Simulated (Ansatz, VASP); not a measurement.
**One calculation of Hf, two programs**

Contents of INCAR:

```
SYSTEM = Hf
PREC = Accurate
ENCUT = 600
EDIFF = 1E-7
ISMEAR = 0
SIGMA = 0.05
LREAL = .FALSE.
LASPH = .TRUE.
NELM = 80
ALGO = Fast
ISIF = 3
LWAVE = .FALSE.
LCHARG = .FALSE.
GGA = PS
IBRION = 2
NSW = 80
EDIFFG = -0.01
```

The input KPOINTS:

```
Automatic mesh
0
G
  16 16 10
  0 0 0
```

POSCAR

```
Hf
1.0
    3.1967000000      0.0000000000      0.0000000000
   -1.5983500000      2.7684234083      0.0000000000
    0.0000000000      0.0000000000      5.0578000000
Hf
2
Direct
    0.3333333333      0.6666666667      0.2500000000
    0.6666666667      0.3333333333      0.7500000000
```

Input for Ansatz:

```yaml
crystal:
  lattice:
    - [3.1967, 0.0, 0.0]
    - [-1.59835, 2.7684234083, 0.0]
    - [0.0, 0.0, 5.0578]
  atoms:
    - { symbol: Hf, position: [0.3333333333, 0.6666666667, 0.25] }
    - { symbol: Hf, position: [0.6666666667, 0.3333333333, 0.75] }
basis:
  ecutwfc: 420
  ecutrho_ratio: 4
kpoints:
  mp_grid: { grid: [16, 16, 10] }
hamiltonian:
  xc: pbesol
scf:
  occupations: { method: gaussian, width: 0.05 }
output:
  forces: true
  stress: true
  eigenvalues: true
relax:
  f_tol: 0.01
  max_steps: 60
  cell: { stress_tol: 0.04 }
```

Alike in both runs: task relaxation of cell and atoms; functional PBEsol; k mesh 16 × 16 × 10; occupations gaussian, width 0.05 eV; no spin polarisation.

```csv
,VASP,Ansatz
version,VASP 6.6.1,Ansatz 0.2.0
potentials or method,"VASP PAW PBE potentials, release 64 (Hf_pv), cutoff 600 eV","scalar-relativistic, plane waves, PAW"
valence electrons in the cell,20,52
```

Ansatz gave:

| Quantity | Value |
| --- | --- |
| gap on the k mesh at the Fermi level, each at its own relaxed structure (eV) | none |
| relaxed volume (Å³/atom) | 21.60 |
| relaxed cell length with the largest relative difference (Å) | 4.994 |

Problem. Estimate VASP's values.

Solution. gap on the k mesh at the Fermi level, each at its own relaxed structure (eV): none; relaxed volume (Å³/atom): 21.54; relaxed cell length with the largest relative difference (Å): 4.987.

VASP's potentials were made for PBE, not for PBEsol. A gap of «none» marks a metal or a gap that the smearing closes. VASP's potentials hold 20 valence electrons a cell and Ansatz's 52, so a difference there can come from the potentials and not from the codes.

Spin-orbit coupling is off throughout.
